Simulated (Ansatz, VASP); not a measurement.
# One calculation of BN, two programs

INCAR

```
SYSTEM = BN
PREC = Accurate
ENCUT = 520
EDIFF = 1E-6
ISMEAR = 0
SIGMA = 0.1
LREAL = .False.
LASPH = .True.
NELM = 60
ALGO = Normal
ISIF = 2
LWAVE = .False.
LCHARG = .False.
GGA = PE
NBANDS = 16
```

Contents of KPOINTS:

```
regular mesh
0
Gamma
  8 4 8
  0 0 0
```

File POSCAR:

```
BN
1.0
    2.4647231200      0.0000000000      0.0000000000
    0.0000000000      7.4318404100      0.0000000000
   -1.2181244000      0.0000000000      2.1800504800
B N
2 2
Direct
    0.7945526300      0.5000000000      0.4959486500
    0.3873168700      0.0000000000      0.7757440800
    0.9327967900      0.5000000000      0.9058187900
    0.8853337100      0.0000000000      0.8224884800
```

Input for Ansatz:

```yaml
crystal:
  lattice:
    - [2.46472312, 0.0, 0.0]
    - [0.0, 7.43184041, 0.0]
    - [-1.2181244, 0.0, 2.18005048]
  atoms:
    - { symbol: B, position: [0.79455263, 0.5, 0.49594865] }
    - { symbol: B, position: [0.38731687, 0.0, 0.77574408] }
    - { symbol: "N", position: [0.93279679, 0.5, 0.90581879] }
    - { symbol: "N", position: [0.88533371, 0.0, 0.82248848] }
basis:
  ecutwfc: 420
kpoints:
  mp_grid: { grid: [8, 4, 8] }
hamiltonian:
  xc: pbe
scf:
  occupations: { method: gaussian, width: 0.1 }
  lower_state_search: "off"
output:
  forces: true
  stress: true
  eigenvalues: true
```

Alike in both runs: task single point; functional PBE; k mesh 8 × 4 × 8; occupations gaussian, width 0.1 eV; no spin polarisation.

|  | VASP | Ansatz |
| --- | --- | --- |
| version | VASP 6.6.1 | Ansatz 0.2.0 |
| potentials or method | VASP PAW PBE potentials, release 64 (B, N), cutoff 520 eV | scalar-relativistic, plane waves, PAW |
| valence electrons in the cell | 16 | 16 |

|  | VASP | Ansatz | Ansatz less VASP |
| --- | --- | --- | --- |
| gap on the k mesh at the Fermi level (eV) | 2.27 | 2.29 | +0.023 |
| least direct gap on the mesh (eV) | 3.65 | 3.68 | +0.026 |
| rms of the force components (eV/Å) | 35.937 | 34.018 | -1.9196 |

Atom by atom the forces differ by 1.926 eV/Å (rms over components). With one functional, cell and mesh, what is left measures potentials, basis and numerics.
